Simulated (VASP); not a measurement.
Here is a VASP 6.6.1 calculation.

The input INCAR:

```
SYSTEM = Si9O16
ALGO = Normal
EDIFF = 1E-6
ENCUT = 520
GGA = PE
ISIF = 2
ISMEAR = -1
IVDW = 12
LASPH = .TRUE.
LCHARG = .FALSE.
LREAL = Auto
LWAVE = .FALSE.
NBANDS = 84
NELM = 100
PREC = Accurate
SIGMA = 0.02
```

File KPOINTS:

```
k-points
0
G
  3 3 3
  0 0 0
```

POSCAR

```
Si9O16
1.0
   -4.1043000000     -4.1043000000      0.0000000000
    4.1043000000     -4.1043000000      0.0000000000
    0.0000000000      0.0000000000      5.2834000000
Si O
9 16
Direct
    0.4763300949      0.4818141565     -0.0142862861
    0.1118405482      0.4837204266      0.2495707823
    0.4763178917      0.4818728042      0.5134535107
   -0.0290052828      0.5093413158      0.7496151127
    0.0177584773      0.0243883514     -0.0061459654
    0.5286729032     -0.0258126660      0.2495852874
    0.0177756835      0.0243176216      0.5054698875
    0.5092658823     -0.0055188447      0.7496109167
    0.8048598960      0.6635188016      0.2494556070
    0.1869105382      0.4811034607     -0.0446230104
    0.0211453774      0.2155820370      0.2496872161
    0.7639890738      0.4986910228     -0.0254828741
    0.0199741953      0.8591268286      0.2496825904
    0.1868437253      0.4813791838      0.5437988545
    0.0015320702      0.2040599805      0.7495751903
    0.7640109774      0.4990731054      0.5246004175
    0.0020597524      0.8098233694      0.7497440711
    0.7124633612      0.0244999853     -0.0123867158
    0.3858705471      0.6468238291      0.2495696073
    0.3174313845     -0.0046280038     -0.0011004302
    0.4876808567      0.2897888071      0.2496519351
    0.7124628562      0.0242685127      0.5116106378
    0.4834593240      0.6970007690      0.7496735473
    0.3174376707     -0.0047172658      0.5003403833
    0.4862403153      0.2894329210      0.7495118871
```

Potentials or basis: VASP PAW PBE potentials, release 64 (Si, O).

Run with:

```sh
$ cat potpaw_PBE.64/Si/POTCAR potpaw_PBE.64/O/POTCAR > POTCAR
$ mpirun -np 1 vasp_std > vasp.out
```

Question: What does it give for the dispersion energy per atom?

Answer: -0.280 eV.

Question: Predict the pressure.

Answer: 62.7 GPa.

Question: What does it give for the largest force?

Answer: 0.131 eV/Å.

Question: Predict the band gap on the k mesh.

Answer: 2.77 eV.

Forces on the atoms (eV/Å):
```
Si  -0.005  0.023 -0.016
Si   0.127  0.028  0.000
Si  -0.005  0.021  0.017
Si  -0.023  0.009  0.000
Si  -0.007 -0.004  0.004
Si   0.029  0.027  0.000
Si  -0.006 -0.003 -0.003
Si   0.007 -0.007  0.000
Si  -0.041 -0.008  0.000
O   -0.018 -0.026 -0.028
O   -0.039  0.018 -0.002
O    0.014 -0.010 -0.015
O    0.020  0.007  0.000
O   -0.020 -0.026  0.030
O    0.035 -0.016  0.002
O    0.012 -0.006  0.014
O   -0.001  0.011  0.000
O   -0.031 -0.006  0.004
O    0.002 -0.016  0.000
O    0.002  0.003  0.017
O    0.001  0.000 -0.001
O   -0.028 -0.008 -0.005
O    0.009 -0.037  0.000
O    0.003  0.003 -0.016
O   -0.036  0.023 -0.001
```
